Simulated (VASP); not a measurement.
Wanted: the native input for a VASP 6.6.1 run.

```
Task                   : single point
Functional             : PBEsol
Dispersion             : D3(BJ)
Potentials or basis    : VASP PAW PBE potentials, release 64 (Hf_pv)
Cutoff                 : 500 eV
k mesh                 : 7 × 7 × 7
Occupations            : gaussian, width 0.1 eV
Spin                   : no spin polarisation
Dipole correction      : no
Further INCAR settings : ALGO = Normal; EDIFF = 1e-06; NBANDS = 11
```

The structure of Hf lies in POSCAR:

```
Hf
1.0
    0.0000000000      2.2350000000      2.2350000000
    2.2350000000      0.0000000000      2.2350000000
    2.2350000000      2.2350000000      0.0000000000
Hf
1
Direct
    0.0000000000      0.0000000000      0.0000000000
```

This isn't the form of Hf at room conditions, which is hcp.

The input as run:

INCAR

```
SYSTEM = Hf
  ALGO = Normal
  EDIFF = 1E-6
  ENCUT = 500
  GGA = PS
  GGA_COMPAT = .False.
  ISIF = 2
  ISMEAR = 0
  IVDW = 12
  LASPH = .True.
  LCHARG = .False.
  LREAL = .False.
  LWAVE = .False.
  NBANDS = 11
  NELM = 120
  PREC = Accurate
  SIGMA = 0.1
```

KPOINTS

```
k-points
0
Gamma
  7 7 7
  0 0 0
```

Potentials or basis: VASP PAW PBE potentials, release 64 (Hf_pv).

The run is started by

```console
$ cat potpaw_PBE.64/Hf_pv/POTCAR > POTCAR
$ mpirun -np 1 vasp_std > vasp.out
```

It gave:

| Quantity | Value |
| --- | --- |
| Pressure | -7.4 GPa |
| Band gap on the k mesh | zero (bands 5 and 6 overlap by 1.59 eV) |
| Dispersion energy per atom | -0.514 eV |

Caveat: three body term missing; the cell stands under tension; the PAW data sets were made with another functional, which shifts forces and pressure a little; spin-orbit coupling is left out, which moves the levels of the heavy elements.

Wall time 6.8 s on 1 thread of Intel(R) Xeon(R) Platinum 8375C CPU @ 2.90GHz (Ice Lake) (shared host), peak memory 0.15 GiB.
